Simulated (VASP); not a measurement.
Si2Ge: single point with PBE

Si2Ge:

```xyz
6
Lattice="-1.9637 1.9637 8.2842 1.9637 -1.9637 8.2842 1.9637 1.9637 -8.2842" Properties=species:S:1:pos:R:3 pbc="T T T"
Si    1.9637    0.0000    1.4037
Si    1.9637    0.0000    6.8805
Si    0.0000    0.0000   11.0226
Si    0.0000    0.0000    5.5458
Ge    0.0000    0.0000    0.0000
Ge    0.0000    1.9637    4.1421
```

```yaml
Program: VASP 6.6.1
Task: single point
Functional: PBE
Potentials_or_basis: VASP PAW PBE potentials, release 64 (Si, Ge_d)
Cutoff: 520 eV
k_mesh: 6 × 6 × 6
Occupations: gaussian, width 0.2 eV
Spin: no spin polarisation
```

The pressure is 0.4 GPa, the largest force is 0.029 eV/Å and the band gap on the k mesh is 0.47 eV, direct.

Forces on the atoms (eV/Å):
```
Si   0.000  0.000  0.029
Si   0.000  0.000 -0.029
Si   0.000  0.000 -0.029
Si   0.000  0.000  0.029
Ge   0.000  0.000  0.000
Ge   0.000  0.000  0.000
```

Stress tensor (GPa, compression positive):
```
0.31 0.00 0.00
0.00 0.31 0.00
0.00 0.00 0.51
```

Levels at points of the mesh, in eV from the valence-band top:
| k point | band 19 | band 20 | band 21 | band 22 | band 23 | band 24 | band 25 | band 26 |
| --- | --- | --- | --- | --- | --- | --- | --- | --- |
| (0.00, 0.00, 0.00) | -2.38 | -0.01 | 0.00 | 0.00 | 0.47 | 0.97 | 1.84 | 2.04 |
| (0.50, 0.00, 0.00) | -1.55 | -1.27 | -1.22 | -1.19 | 1.03 | 2.07 | 2.30 | 3.44 |
| (0.50, 0.50, 0.00) | -3.57 | -3.57 | -2.86 | -2.86 | 0.78 | 0.78 | 2.72 | 2.72 |
| (0.50, 0.50, 0.50) | -1.31 | -1.31 | -1.11 | -1.11 | 0.72 | 0.72 | 1.69 | 1.69 |

Run time: 8.4 min on 1 thread of Intel Xeon 6975P-C, on a shared host, peak memory 0.7 GiB.

A k mesh can miss the band edges. As with any semilocal functional, this PBE gap is likely too small.
